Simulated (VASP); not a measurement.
WC:

```xyz
2
Lattice="2.9065 0.0000 0.0000 -1.4532 2.5171 0.0000 0.0000 0.0000 2.8366" Properties=species:S:1:pos:R:3 pbc="T T T"
W     0.0000    0.0000    0.0000
C     1.4533    0.8390    1.4183
```

```yaml
Program: VASP 6.6.1
Task: relaxation of cell and atoms
Functional: RPBE
Potentials_or_basis: VASP PAW PBE potentials, release 64 (W_sv, C)
Cutoff: 600 eV
k_mesh: 11 × 11 × 9
Occupations: fermi-dirac, width 0.05 eV
Spin: no spin polarisation
```

At the start: pressure 11.0 GPa; volume 10.38 Å³/atom.

Q: Where does the relaxation end?

A: Over 9 steps the energy falls by 9.8 meV/atom and the volume is 10.67 Å³/atom (+2.8 %); space group P-6m2 (No. 187, to 0.1 Å) before and after.

The path:
```tsv
step	energy change (eV)	largest force (eV/Å)	pressure (GPa)	volume (Å³)
1	0.0000	0.0000	10.97	20.75
2	0.1072	0.0000	-23.41	22.96
3	-0.0195	0.0000	-0.29	21.35
4	-0.0195	0.0000	-0.06	21.34
5	-0.0195	0.0000	0.15	21.32
6	-0.0195	0.0000	0.20	21.33
7	-0.0196	0.0000	0.22	21.33
8	-0.0196	0.0000	-0.41	21.36
9	-0.0196	0.0000	0.01	21.34
```

Final structure:
```
W C
1.0
     2.93605    0.00000    0.00000
    -1.46802    2.54269    0.00000
     0.00000    0.00000    2.85845
W C
1 1
Direct
  0.00000 0.00000 0.00000
  0.66667 0.33333 0.50000
```

Caveat: the PAW data sets were made with another functional, which shifts forces and pressure a little.
